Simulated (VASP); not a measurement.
Here is a VASP 6.6.1 calculation.

The input INCAR:

```
PREC     = Accurate       # precision mode
ENCUT    = 520            # plane-wave cutoff, eV
EDIFF    = 1E-8           # SCF threshold, eV
ISMEAR   = -1             # smearing method
SIGMA    = 0.05           # smearing width, eV
LREAL    = Auto         
LASPH    = True           # aspherical terms in the spheres
NELM     = 80             # most SCF steps
ALGO     = Normal         # electronic algorithm
ISIF     = 2              # what is computed and relaxed
LWAVE    = False          # write WAVECAR
LCHARG   = False          # write CHGCAR
GGA      = PS             # functional
LEFG     = True         
NBANDS   = 54             # bands
```

The input KPOINTS:

```
regular mesh
0
Gamma
  2 2 2
```

POSCAR

```
P
1.0
    1.6582000000      5.2420000000      4.3793000000
    1.6582000000     -5.2420000000      4.3793000000
    6.6328000000      0.0000000000      0.0000000000
P
16
Direct
    0.6419600000      0.4387200000      0.2298300000
    0.6419600000      0.4387200000      0.7298300000
    0.1419600000      0.9387200000      0.4798300000
    0.1419600000      0.9387200000      0.9798300000
    0.1887200000      0.3919600000      0.1048300000
    0.1887200000      0.3919600000      0.6048300000
    0.6887200000      0.8919600000      0.3548300000
    0.6887200000      0.8919600000      0.8548300000
    0.8580400000      0.0612800000      0.0201700000
    0.8580400000      0.0612800000      0.5201700000
    0.3580400000      0.5612800000      0.2701700000
    0.3580400000      0.5612800000      0.7701700000
    0.3112800000      0.1080400000      0.1451700000
    0.3112800000      0.1080400000      0.6451700000
    0.8112800000      0.6080400000      0.3951700000
    0.8112800000      0.6080400000      0.8951700000
```

Potentials or basis: VASP PAW PBE potentials, release 64 (P).

The run is started by

```console
$ cat potpaw_PBE.64/P/POTCAR > POTCAR
$ mpirun -np 1 vasp_std > vasp.out
```

Question: What does it give for the band gap on the k mesh?

Answer: 0.39 eV.

Question: Estimate the pressure.

Answer: -0.7 GPa.

Question: Estimate the largest force.

Answer: 0.140 eV/Å.

Forces on the atoms (eV/Å):
```
P   -0.016  0.138 -0.016
P   -0.016  0.138 -0.016
P   -0.016  0.138 -0.016
P   -0.016  0.138 -0.016
P   -0.016 -0.138 -0.016
P   -0.016 -0.138 -0.016
P   -0.016 -0.138 -0.016
P   -0.016 -0.138 -0.016
P    0.016 -0.138  0.016
P    0.016 -0.138  0.016
P    0.016 -0.138  0.016
P    0.016 -0.138  0.016
P    0.016  0.138  0.016
P    0.016  0.138  0.016
P    0.016  0.138  0.016
P    0.016  0.138  0.016
```

Caveat: the k points lie up to 0.51 Å⁻¹ apart; without QUAD_EFG the Cq values of the log hold for a quadrupole moment of 1 mb, not for the nuclei; the PAW data sets were made with another functional, which shifts forces and pressure a little. A k mesh can miss the band edges.
